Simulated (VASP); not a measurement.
Write the native input for VASP 6.6.1 that does the following.

```yaml
Task: single point
Functional: PBEsol
Potentials_or_basis: VASP PAW PBE potentials, release 64 (Al)
Cutoff: 520 eV
k_mesh: 21 × 21 × 11
Occupations: fermi-dirac, width 0.1 eV
Spin: no spin polarisation
Dipole_correction: no
Further_INCAR_settings: ALGO = Normal; EDIFF = 1e-07; NBANDS = 10
```

The structure of Al lies in POSCAR:

```
Al
1.0
    2.8574816429      0.0000000000      0.0000000000
   -1.4287408215      2.4746516936      0.0000000000
    0.0000000000      0.0000000000      4.6103767047
Al
2
Direct
    0.3333333333      0.6666666667      0.2500000000
    0.6666666667      0.3333333333      0.7500000000
```

The input as run:

INCAR

```
PREC = Accurate ; ENCUT = 520
EDIFF = 1E-7 ; ISMEAR = -1
SIGMA = 0.1 ; LREAL = F
LASPH = T ; NELM = 100
ALGO = Normal ; ISIF = 2
LWAVE = F ; LCHARG = F
GGA = PS ; NBANDS = 10
```

KPOINTS

```
Automatic mesh
0
Gamma
  21 21 11
```

Potentials or basis: VASP PAW PBE potentials, release 64 (Al).

Launch:

```bash
$ cat potpaw_PBE.64/Al/POTCAR > POTCAR
$ mpirun -np 1 vasp_std > vasp.out
```

Results of the run:

- Pressure: 0.2 GPa
- Band gap on the k mesh: zero (band 3 reaches 11.87 eV, above the bottom of band 4 at 5.03 eV)

Caveat: the PAW data sets were made with another functional, which shifts forces and pressure a little.

It took 63 s on 1 thread of AMD EPYC 9R45 (Zen 5), with other jobs on the host, peak memory 0.17 GiB.
